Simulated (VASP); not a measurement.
# Hf (P6_3/mmc) in VASP: further runs, part 2 of 2

VASP 6.6.1.

### 5 Relaxation of cell and atoms, revPBE+D3(BJ), target pressure 10 GPa, at which the enthalpy is minimised

This run uses another cell than the first one, of 22.31 Å³/atom, 1.026 times its volume.

Contents of INCAR:

```
ALGO = Normal
EDIFF = 1E-7
EDIFFG = -0.03
ENCUT = 600
GGA = RE
IBRION = 2
ISIF = 3
ISMEAR = -1
IVDW = 12
LASPH = T
LCHARG = F
LREAL = F
LWAVE = F
NELM = 80
NSW = 80
PREC = Accurate
PSTRESS = 100.0
SIGMA = 0.1
```

Contents of KPOINTS:

```
k-points
0
Gamma
  9 9 5
```

Contents of POSCAR:

```
Hf
1.0
    3.1600000000      0.0000000000      0.0000000000
   -1.5800000000      2.7366402760      0.0000000000
    0.0000000000      0.0000000000      5.1602800000
Hf
2
Direct
    0.3333333333      0.6666666667      0.2500000000
    0.6666666667      0.3333333333      0.7500000000
```

On the command line:

```sh
cat potpaw_PBE.64/Hf_pv/POTCAR > POTCAR
mpirun -np 1 vasp_std > vasp.out
```

Wall time 72 s (1 thread of Intel Xeon 6975P-C (Granite Rapids), shared host); peak memory 0.2 GiB.

Results (log left out):

| Item | Value |
| --- | --- |
| Free energy | -20.6892 eV |
| Relaxed volume | 20.03 Å³/atom |
| Relaxed cell | a = 3.074 Å, b = 3.074 Å, c = 4.896 Å, α = 90.00°, β = 90.00°, γ = 120.00° |
| Space group after relaxing (to 0.05 Å) | P6_3/mmc (No. 194) |
| Energy change on relaxing (the enthalpy is what falls) | +34.8 meV/atom |
| Ionic steps | 9 |
| Pressure after relaxing | 10.0 GPa |
| Band gap on the k mesh | zero (band 10 reaches 7.02 eV, above the bottom of band 11 at 5.45 eV) |
| Dispersion energy per atom | -0.882 eV |

The path:
```csv
step,energy change (eV),largest force (eV/Å),pressure (GPa),volume (Å³)
1,0.0000,0.0000,-3.24,44.62
2,1.0445,0.0000,43.00,33.73
3,0.0631,0.0000,9.32,40.21
4,0.0751,0.0000,10.06,40.01
5,0.0807,0.0000,10.38,39.92
6,0.0752,0.0000,10.33,39.97
7,0.0750,0.0000,10.33,39.97
8,0.0619,0.0000,9.55,40.18
9,0.0696,0.0000,10.01,40.06
```

Final structure:
```
Hf
1.0
     3.07375    0.00000    0.00000
    -1.53688    2.66195    0.00000
     0.00000    0.00000    4.89552
Hf
2
Direct
  0.33333 0.66667 0.25000
  0.66667 0.33333 0.75000
```

Levels at points of the mesh, in eV from the Fermi level:
```
           k point  band 7  band 8  band 9  band 10  band 11  band 12  band 13  band 14
(0.00, 0.00, 0.00)   -7.74   -4.06    1.01     1.24     1.24     1.48     2.17     2.17
```

Caveat: the cell is relaxed towards a set pressure, so the enthalpy falls and the energy may rise; the PAW data sets were made with another functional, which shifts forces and pressure a little; spin-orbit coupling is left out, which moves the levels of the heavy elements; pairwise dispersion overbinds metals, which lowers pressure and volume.

### 6 Relaxation of cell and atoms, revPBE+D3(BJ), target pressure 20 GPa, at which the enthalpy is minimised

This run uses another cell than the first one, of 22.31 Å³/atom, 1.026 times its volume.

Contents of INCAR:

```
SYSTEM = Hf
  PREC = Accurate
  ENCUT = 600
  EDIFF = 1E-6
  ISMEAR = -1
  SIGMA = 0.1
  LREAL = .FALSE.
  LASPH = .TRUE.
  NELM = 100
  ALGO = Normal
  ISIF = 3
  LWAVE = .FALSE.
  LCHARG = .FALSE.
  GGA = RE
  IVDW = 12
  IBRION = 2
  NSW = 80
  EDIFFG = -0.03
  PSTRESS = 200.0
```

Contents of KPOINTS:

```
Automatic mesh
0
G
  9 9 5
  0 0 0
```

POSCAR is that of step 5.

Potentials or basis: VASP PAW PBE potentials, release 64 (Hf_pv).

On the command line:

```sh
cat potpaw_PBE.64/Hf_pv/POTCAR > POTCAR
mpirun -np 1 vasp_std > vasp.out
```

It took 71 s on 1 thread of Intel Xeon 6975P-C (Granite Rapids), shared host; peak memory 0.21 GiB.

Results (log left out):

| Quantity | Value |
| --- | --- |
| Free energy | -20.4661 eV |
| Relaxed volume | 18.82 Å³/atom |
| Relaxed cell | a = 3.005 Å, b = 3.005 Å, c = 4.812 Å, α = 90.00°, β = 90.00°, γ = 120.00° |
| Space group after relaxing (to 0.05 Å) | P6_3/mmc (No. 194) |
| Energy change on relaxing (the enthalpy is what falls) | +146.3 meV/atom |
| Ionic steps | 10 |
| Pressure after relaxing | 20.0 GPa |
| Band gap on the k mesh | zero (band 10 reaches 7.50 eV, above the bottom of band 11 at 5.95 eV) |
| Dispersion energy per atom | -0.940 eV |

The path:
| step | energy change (eV) | largest force (eV/Å) | pressure (GPa) | volume (Å³) |
| --- | --- | --- | --- | --- |
| 1 | 0.0000 | 0.0000 | -3.24 | 44.62 |
| 2 | 4.3332 | 0.0000 | 120.64 | 26.80 |
| 3 | 0.2168 | 0.0000 | 16.77 | 38.32 |
| 4 | 0.2815 | 0.0000 | 19.42 | 37.74 |
| 5 | 0.2982 | 0.0000 | 20.04 | 37.61 |
| 6 | 0.3149 | 0.0000 | 20.67 | 37.47 |
| 7 | 0.2675 | 0.0000 | 19.04 | 37.85 |
| 8 | 0.2828 | 0.0000 | 19.58 | 37.72 |
| 9 | 0.2985 | 0.0000 | 20.24 | 37.59 |
| 10 | 0.2926 | 0.0000 | 20.01 | 37.64 |

Final structure:
```
Hf
1.0
     3.00540    0.00000    0.00000
    -1.50270    2.60276    0.00000
     0.00000    0.00000    4.81181
Hf
2
Direct
  0.33333 0.66667 0.25000
  0.66667 0.33333 0.75000
```

Levels at points of the mesh, in eV from the Fermi level:
```csv
k point,band 8,band 9,band 10,band 11,band 12,band 13
"(0.00, 0.00, 0.00)",-4.29,1.25,1.25,1.28,1.44,2.25
```

Caveat: the cell is relaxed towards a set pressure, so the enthalpy falls and the energy may rise; the volume moved by over 15 % at a fixed basis, so the end points are rough; the PAW data sets were made with another functional, which shifts forces and pressure a little; spin-orbit coupling is left out, which moves the levels of the heavy elements; pairwise dispersion overbinds metals, which lowers pressure and volume.

### 7 The runs side by side

| task | cell | cutoff (eV) | gap on the mesh (eV) | pressure (GPa) |
| --- | --- | --- | --- | --- |
| single point | a = 3.165, b = 3.165, c = 5.013 Å, angles 90.0, 90.0, 120.0°, 2 atoms | 520 | none | -0.5 |
| relaxation of cell and atoms | relaxed from a = 3.160, b = 3.160, c = 5.160 Å, angles 90.0, 90.0, 120.0°, 2 atoms | 600 | none | 0.1 |
| relaxation of cell and atoms | relaxed to 5 GPa from a = 3.160, b = 3.160, c = 5.160 Å, angles 90.0, 90.0, 120.0°, 2 atoms | 600 | none | 5.1 |
| relaxation of cell and atoms | relaxed to 10 GPa from a = 3.160, b = 3.160, c = 5.160 Å, angles 90.0, 90.0, 120.0°, 2 atoms | 600 | none | 10.0 |
| relaxation of cell and atoms | relaxed to 20 GPa from a = 3.160, b = 3.160, c = 5.160 Å, angles 90.0, 90.0, 120.0°, 2 atoms | 600 | none | 20.0 |

Alike in all rows: level revPBE+D3(BJ); potentials or basis VASP PAW PBE potentials, release 64 (Hf_pv); no spin polarisation; k mesh 9 × 9 × 5; smearing fermi-dirac 0.1 eV.

Caveats: the PAW data sets were made with another functional, which shifts forces and pressure a little; spin-orbit coupling is left out, which moves the levels of the heavy elements; pairwise dispersion overbinds metals, which lowers pressure and volume; the cell is relaxed towards a set pressure, so the enthalpy falls and the energy may rise (some runs); the volume moved by over 15 % at a fixed basis, so the end points are rough (some runs).

Absolute energies hang on the potentials; compare differences alone.
